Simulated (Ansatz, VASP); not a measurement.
**One calculation of In4SbAs3, two programs**

```
In Sb As
1.0
    -3.15061    3.15061    6.29094
     3.15061   -3.15061    6.29094
     3.15061    3.15061   -6.29094
In Sb As
4 1 3
Direct
  0.86821 0.38985 0.00000
  0.38985 0.86821 0.00000
  0.13179 0.13179 0.52165
  0.61015 0.61015 0.47835
  0.00000 0.00000 0.00000
  0.75000 0.25000 0.50000
  0.25000 0.75000 0.50000
  0.50000 0.50000 0.00000
```

Alike in both runs: functional PBE; k mesh 8 × 8 × 8; occupations gaussian, width 0.1 eV; no spin polarisation.

Ansatz relaxed the structure, and its values are those at the end. VASP's run is a single point on that final structure, the one shown.

```csv
,VASP,Ansatz
version,VASP 6.6.1,Ansatz 0.2.0
potentials or method,"VASP PAW PBE potentials, release 64 (In_d, Sb, As), cutoff 520 eV","scalar-relativistic, plane waves, PAW"
valence electrons in the cell,72,112
```

```tsv
	VASP	Ansatz	Ansatz less VASP
gap on the k mesh at the Fermi level (eV)	none	none	-
pressure (GPa)	0.0	0.0	-0.02
```

A gap of «none» marks a metal or a gap that the smearing closes. VASP's potentials hold 72 valence electrons a cell and Ansatz's 112, so a difference there can come from the potentials and not from the codes.

Neither program's run includes spin-orbit coupling.
